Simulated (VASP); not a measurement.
A run of VASP 6.6.1 is set up as follows.

Contents of INCAR:

```
ALGO = Normal
DIPOL = 0.5 0.5 0.323
EDIFF = 1E-6
ENCUT = 520
GGA = PE
IDIPOL = 3
ISIF = 2
ISMEAR = 0
LASPH = True
LCHARG = False
LDIPOL = True
LREAL = False
LWAVE = False
NBANDS = 86
NELM = 100
PREC = Accurate
SIGMA = 0.1
```

File KPOINTS:

```
k-points
0
Gamma
  5 6 1
```

File POSCAR:

```
Ti6H
1.0
    5.6639455763      0.0000000000      0.0000000000
    0.0000000000      4.5793473381      0.0000000000
    0.0000000000      0.0000000000     24.5506933039
Ti H
12 2
Direct
    0.2500000000      0.0000000000      0.1629281891
    0.7500000000      0.0000000000      0.1629281891
    0.0000000000      0.5000000000      0.2167736627
    0.5000000000      0.5000000000      0.2167736627
    0.2500000000      0.0000000000      0.2706191363
    0.7500000000      0.0000000000      0.2706191363
    0.2500000000      0.5000000000      0.3256599435
    0.7500000000      0.5000000000      0.3256599435
    0.0000000000      0.0000000000      0.3779650127
    0.5000000000      0.0000000000      0.3779650127
    0.2500000000      0.5000000000      0.4297513383
    0.7500000000      0.5000000000      0.4297513383
   -0.2339358636      0.0000000000      0.4741492698
    0.2339358636      0.0000000000      0.4741492698
```

Potentials or basis: VASP PAW PBE potentials, release 64 (Ti_sv, H).

Run with:

```bash
$ cat potpaw_PBE.64/Ti_sv/POTCAR potpaw_PBE.64/H/POTCAR > POTCAR
$ mpirun -np 1 vasp_std > vasp.out
```

Task: Predict the largest force.

Result: 1.496 eV/Å.

Task: Predict the band gap on the k mesh.

Result: Zero (band 73 reaches 0.54 eV, above the bottom of band 74 at 0.34 eV).

Forces in eV/Å, atoms in the order of the input:
```
Ti  -0.002  0.000  0.475
Ti   0.002  0.000  0.475
Ti   0.000  0.000 -0.091
Ti   0.000  0.000 -0.094
Ti   0.002  0.000 -0.380
Ti  -0.002  0.000 -0.380
Ti  -0.002  0.000  0.105
Ti   0.002  0.000  0.105
Ti   0.000  0.000  0.831
Ti   0.000  0.000  0.570
Ti  -0.018  0.000  0.686
Ti   0.018  0.000  0.686
H   -0.095  0.000 -1.493
H    0.095  0.000 -1.493
```
